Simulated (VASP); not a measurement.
# SnO2 (Cassiterite) (P4_2/mnm) in VASP: notebook

The runs below take SnO2 (Cassiterite) through single point, with PBE+D3(BJ).

All numbers are computed with VASP 6.6.1; they aren't measurements. Logs are shortened: lines on timing, memory, paths and dates and some standing lists are left out, and cuts for length are marked.

### 1 The cell of the first run

It takes space group P4_2/mnm (No. 136, tetragonal). Conventional cell: a = 4.738 Å, b = 4.738 Å, c = 3.187 Å, α = 90.00°, β = 90.00°, γ = 90.00°. Within 2.7 Å of Sn (site symmetry mmm) lie 6 O at 2.05 to 2.06 Å. O (site symmetry m2m) has 3 Sn at 2.05 to 2.06 Å and 1 O at 2.59 Å within 2.7 Å.

### 2 Single point, PBE+D3(BJ)

Input file INCAR:

```
PREC = Accurate
ENCUT = 520
EDIFF = 1E-7
ISMEAR = 1
SIGMA = 0.01
LREAL = False
LASPH = True
NELM = 60
ALGO = Normal
ISIF = 2
LWAVE = False
LCHARG = True
GGA = PE
IVDW = 12
LELF = True
LVHAR = True
NBANDS = 35
```

Input file KPOINTS:

```
Automatic mesh
0
Gamma
  3 3 4
```

Input file POSCAR:

```
SnO2
1.0
    4.7380000000      0.0000000000      0.0000000000
    0.0000000000      4.7380000000      0.0000000000
    0.0000000000      0.0000000000      3.1865000000
Sn O
2 4
Direct
    0.0000000000      0.0000000000      0.0000000000
    0.5000000000      0.5000000000      0.5000000000
    0.3071000000      0.3071000000      0.0000000000
    0.1929000000      0.8071000000      0.5000000000
    0.6929000000      0.6929000000      0.0000000000
    0.8071000000      0.1929000000      0.5000000000
```

Potentials or basis: VASP PAW PBE potentials, release 64 (Sn_d, O).

The run is started by

```sh
$ cat potpaw_PBE.64/Sn_d/POTCAR potpaw_PBE.64/O/POTCAR > POTCAR
$ mpirun -np 1 vasp_std > vasp.out
```

OUTCAR:

```text
PREC = Accurate
   ENCUT = 520
   EDIFF = 1E-7
   ISMEAR = 1
   LREAL = False
   LASPH = True
   NELM = 60
   ISIF = 2
   GGA = PE
   IVDW = 12
 IVDW          = 12

 ion  position               nearest neighbor table
   1  0.000  0.000  0.000-   4 2.05   6 2.05   4 2.05   6 2.05   5 2.06   3 2.06   2 3.71   2 3.71
                             2 3.71   2 3.71   2 3.71   2 3.71   2 3.71   2 3.71
   2  0.500  0.500  0.500-   3 2.05   5 2.05   3 2.05   5 2.05   4 2.06   6 2.06   1 3.71   1 3.71
                             1 3.71   1 3.71   1 3.71   1 3.71   1 3.71   1 3.71
   3  0.307  0.307  0.000-   2 2.05   2 2.05   1 2.06
   4  0.193  0.807  0.500-   1 2.05   1 2.05   2 2.06
   5  0.693  0.693  0.000-   2 2.05   2 2.05   1 2.06
   6  0.807  0.193  0.500-   1 2.05   1 2.05   2 2.06

  LATTYP: Found a simple tetragonal cell.
 ALAT       =     4.7380000000
 C/A-ratio  =     0.6725411566

  Lattice vectors:

 A1 = (   4.7380000000,   0.0000000000,   0.0000000000)
 A2 = (   0.0000000000,   4.7380000000,   0.0000000000)
 A3 = (   0.0000000000,   0.0000000000,   3.1865000000)

Analysis of symmetry for initial positions (statically):
=====================================================================
 Subroutine PRICEL returns:
 Original cell was already a primitive cell.

 Routine SETGRP: Setting up the symmetry group for a
 simple tetragonal supercell.

 Subroutine GETGRP returns: Found 16 space group operations
 (whereof  8 operations were pure point group operations)
 out of a pool of 16 trial point group operations.

The static configuration has the point symmetry D_2h.
 The point group associated with its full space group is D_4h.

Analysis of symmetry for dynamics (positions and initial velocities):
=====================================================================
 Subroutine PRICEL returns:
 Original cell was already a primitive cell.

 Routine SETGRP: Setting up the symmetry group for a
 simple tetragonal supercell.

 Subroutine GETGRP returns: Found 16 space group operations
 (whereof  8 operations were pure point group operations)
 out of a pool of 16 trial point group operations.

The dynamic configuration has the point symmetry D_2h.
 The point group associated with its full space group is D_4h.

 Subroutine INISYM returns: Found 16 space group operations
 (whereof  8 operations are pure point group operations),
 and found     1 'primitive' translations

----------------------------------------------------------------------------------------

                                     Primitive cell

  volume of cell :      71.5326

  direct lattice vectors                    reciprocal lattice vectors
     4.738000000  0.000000000  0.000000000     0.211059519  0.000000000  0.000000000
     0.000000000  4.738000000  0.000000000     0.000000000  0.211059519  0.000000000
     0.000000000  0.000000000  3.186500000     0.000000000  0.000000000  0.313823945

  length of vectors
     4.738000000  4.738000000  3.186500000     0.211059519  0.211059519  0.313823945

  position of ions in fractional coordinates (direct lattice)
     0.000000000  0.000000000  0.000000000
     0.500000000  0.500000000  0.500000000
     0.307100000  0.307100000  0.000000000
     0.192900000  0.807100000  0.500000000
     0.692900000  0.692900000  0.000000000
     0.807100000  0.192900000  0.500000000

  ion indices of the primitive-cell ions
   primitive index   ion index
                 1           1
                 2           2
                 3           3
                 4           4
                 5           5
                 6           6

----------------------------------------------------------------------------------------

 KPOINTS: Automatic mesh

Automatic generation of k-mesh.
 Grid dimensions read from file:
 generate k-points for:    3    3    4

 Generating k-lattice:

  Cartesian coordinates                     Fractional coordinates (reciprocal lattice)
     0.070353173  0.000000000  0.000000000     0.333333333  0.000000000  0.000000000
     0.000000000  0.070353173  0.000000000     0.000000000  0.333333333  0.000000000
     0.000000000  0.000000000  0.078455986     0.000000000  0.000000000  0.250000000

  Length of vectors
     0.070353173  0.070353173  0.078455986

  Shift w.r.t. Gamma in fractional coordinates (k-lattice)
     0.000000000  0.000000000  0.000000000

 Subroutine IBZKPT returns following result:
 ===========================================

 Found      9 irreducible k-points:

 Following reciprocal coordinates:
            Coordinates               Weight
  0.000000  0.000000  0.000000      1.000000
  0.333333  0.000000  0.000000      4.000000
  0.333333  0.333333  0.000000      4.000000
  0.000000  0.000000  0.250000      2.000000
  0.333333  0.000000  0.250000      8.000000
  0.333333  0.333333  0.250000      8.000000
  0.000000  0.000000  0.500000      1.000000
  0.333333  0.000000  0.500000      4.000000
  0.333333  0.333333  0.500000      4.000000
   k-points           NKPTS =      9   k-points in BZ     NKDIM =      9   number of bands    NBANDS=     35
   number of dos      NEDOS =    301   number of ions     NIONS =      6
   total plane-waves  NPLWV =  31104
   dimension x,y,z NGX =    36 NGY =   36 NGZ =   24
   dimension x,y,z NGXF=    72 NGYF=   72 NGZF=   48
   ions per type =               2   4
   NGX,Y,Z   is equivalent  to a cutoff of  12.63, 12.63, 12.52 a.u.
   NGXF,Y,Z  is equivalent  to a cutoff of  25.26, 25.26, 25.04 a.u.
 SYSTEM =  unknown system
   PREC   = accura    normal or accurate (medium, high low for compatibility)
   ISTART =      0    job   : 0-new  1-cont  2-samecut
   ICHARG =      2    charge: 1-file 2-atom 10-const
   ISPIN  =      1    spin polarized calculation?
   LNONCOLLINEAR =      F non collinear calculations
   LSORBIT =      F    spin-orbit coupling
   LASPH  =      T    aspherical Exc in radial PAW
   ENCUT  =  520.0 eV  38.22 Ry    6.18 a.u.   8.81  8.81  5.92*2*pi/ulx,y,z
   NELM   =     60;   NELMIN=  2; NELMDL= -5     # of ELM steps
   EDIFF  = 0.1E-06   stopping-criterion for ELM
   LREAL  =      F    real-space projection
   EDIFFG = 0.1E-05   stopping-criterion for IOM
   NSW    =      0    number of steps for IOM
   IBRION =     -1    ionic relax: 0-MD 1-quasi-New 2-CG
   NFREE  =      0    steps in history (QN), initial steepest desc. (CG)
   ISIF   =      2    stress and relaxation
   ISYM   =      2    0-nonsym 1-usesym 2-fastsym
   POTIM  = 0.5000    time-step for ionic-motion
   TEBEG  =    0.0;   TEEND  =   0.0 temperature during run
   PSTRESS=    0.0 pullay stress
   NELECT =      52.0000    total number of electrons
   NUPDOWN=      -1.0000    fix difference up-down
   EMIN   =  10.00;   EMAX   =-10.00  energy-range for DOS
   EFERMI =   0.00;   METHOD = LEGACY
   ISMEAR =     1;   SIGMA  =   0.01  broadening in eV -4-tet -1-fermi 0-gaus
   EFERMI_NEDOS =   21; number of points for ismear=-14 and -15
   IALGO  =     38    algorithm
   IMIX   =      4    mixing-type and parameters
     AMIX     =   0.40;   BMIX     =  1.00
     AMIX_MAG =   1.60;   BMIX_MAG =  1.00
  volume/ion in A,a.u.               =      11.92        80.45
  Fermi-wavevector in a.u.,A,eV,Ry     =   1.472000  2.781677 29.480903  2.166785
  Thomas-Fermi vector in A             =   2.587068
   LORBIT       =      0    0 simple, 1 ext, 2 COOP (PROOUT), +10 PAW based schemes
   GGA     = PE    functional components
   LHFCALC =     F    Hartree Fock is set to
   AEXX    =    0.0000 exact exchange contribution
   IVDW    =    12    specifies the selected vdW correction
   LEPSILON=     F    determine dielectric tensor
   LRPA    =     F    only Hartree local field effects (RPA)
 non-spin polarized calculation
 Methfessel and Paxton  Order N= 1 SIGMA  =   0.01
  energy-cutoff  :      520.00
  volume of cell :       71.53
 maximum number of plane-waves:      1942
 NGX is ok and might be reduce to    36
   NGX = 17   NGY = 17   NGZ = 11

 number of electron      51.9999993 magnetization

 Free energy of the ion-electron system (eV)
  ---------------------------------------------------
  ext. energy  EPLUGINS =         0.00000000
  ---------------------------------------------------
  free energy    TOTEN  =       -37.14526144 eV

  energy without entropy =      -37.14526144  energy(sigma->0) =      -37.14526144

 E-fermi :   6.2467     XC(G=0): -11.2566

 val. band max:        6.1474658810   @ k =   0.0000   0.0000   0.0000
 cond. band min:       7.4171194667   @ k =   0.0000   0.0000   0.0000
 fundamental gap:      1.2696535858
 Fermi energy:         6.2466719250

 k-point     1 :       0.0000    0.0000    0.0000
  band No.  band energies     occupation
      1     -14.9639      2.00000
      2     -14.1866      2.00000
      3     -13.9045      2.00000
      4     -13.8822      2.00000
      5     -13.8822      2.00000
      6     -13.8025      2.00000
[... 27 lines left out ...]
     34      18.2548      0.00000
     35      18.7823      0.00000

 k-point     2 :       0.3333    0.0000    0.0000
  band No.  band energies     occupation
      1     -14.7965      2.00000
      2     -14.3914      2.00000
      3     -13.9045      2.00000
      4     -13.8885      2.00000
      5     -13.8765      2.00000
      6     -13.8764      2.00000
[... 27 lines left out ...]
     34      18.4447      0.00000
     35      18.7073      0.00000

 k-point     3 :       0.3333    0.3333    0.0000
  band No.  band energies     occupation
      1     -14.7574      2.00000
      2     -14.5633      2.00000
      3     -13.8927      2.00000
      4     -13.8841      2.00000
      5     -13.8798      2.00000
      6     -13.8775      2.00000
[... 27 lines left out ...]
     34      18.3369      0.00000
     35      18.5450      0.00000
[... 153 lines left out ...]
 k-point     8 :       0.3333    0.0000    0.5000
  band No.  band energies     occupation
      1     -14.8562      2.00000
      2     -14.8562      2.00000
      3     -13.9616      2.00000
      4     -13.9616      2.00000
      5     -13.7448      2.00000
      6     -13.7448      2.00000
[... 27 lines left out ...]
     34      17.9524      0.00000
     35      18.8491      0.00000

 k-point     9 :       0.3333    0.3333    0.5000
  band No.  band energies     occupation
      1     -14.8602      2.00000
      2     -14.7176      2.00000
      3     -14.2128      2.00000
      4     -13.9690      2.00000
      5     -13.7459      2.00000
      6     -13.7440      2.00000
[... 27 lines left out ...]
     34      17.8844      0.00000
     35      18.7954      0.00000

------------------------ aborting loop because EDIFF is reached ----------------------------------------

 Edisp (eV)   -1.33964

 E8    (eV) :    -0.5386

  FORCE on cell =-STRESS in cart. coord.  units (eV):
  Direction    XX          YY          ZZ          XY          YZ          ZX
  --------------------------------------------------------------------------------------
  -------------------------------------------------------------------------------------
  Total       3.32780     3.32780     4.86687    -0.00000     0.00000     0.00000
  in kB      74.53551    74.53551   109.00741    -0.00000     0.00000     0.00000
  external pressure =       86.03 kB  Pullay stress =        0.00 kB

 VOLUME and BASIS-vectors are now :
 -----------------------------------------------------------------------------
  energy-cutoff  :      520.00
  volume of cell :       71.53
      direct lattice vectors                 reciprocal lattice vectors
     4.738000000  0.000000000  0.000000000     0.211059519  0.000000000  0.000000000
     0.000000000  4.738000000  0.000000000     0.000000000  0.211059519  0.000000000
     0.000000000  0.000000000  3.186500000     0.000000000  0.000000000  0.313823945

 POSITION                                       TOTAL-FORCE (eV/Angst)
 -----------------------------------------------------------------------------------
      0.00000      0.00000      0.00000        -0.000000      0.000000      0.000000
      2.36900      2.36900      1.59325        -0.000000      0.000000      0.000000
      1.45504      1.45504      0.00000        -0.212596     -0.212596      0.000000
      0.91396      3.82404      1.59325         0.212596     -0.212596      0.000000
      3.28296      3.28296      0.00000         0.212596      0.212596      0.000000
      3.82404      0.91396      1.59325        -0.212596      0.212596      0.000000
 -----------------------------------------------------------------------------------
    total drift:                               -0.000000      0.000000      0.000000

  FREE ENERGIE OF THE ION-ELECTRON SYSTEM (eV)
  ---------------------------------------------------
  free  energy   TOTEN  =       -38.4849038519 eV

  energy  without entropy=      -38.4849038519  energy(sigma->0) =      -38.48490385
```

Wall time 58 s (1 thread of AMD EPYC 7R13, shared host); peak memory 0.15 GiB.

What came out:

| Item | Value |
| --- | --- |
| Free energy | -38.4849 eV |
| Pressure | 8.6 GPa |
| Largest force | 0.301 eV/Å |
| Band gap on the k mesh | 1.27 eV, direct |
| Dispersion energy per atom | -0.223 eV |

Forces in eV/Å, atoms in the order of the input:
```
Sn   0.000  0.000  0.000
Sn   0.000  0.000  0.000
O   -0.213 -0.213  0.000
O    0.213 -0.213  0.000
O    0.213  0.213  0.000
O   -0.213  0.213  0.000
```

Caveat: the k points lie up to 0.49 Å⁻¹ apart; three body term missing; spin-orbit coupling is left out, which moves the levels of the heavy elements.

(Continued in part 2 of 2.)
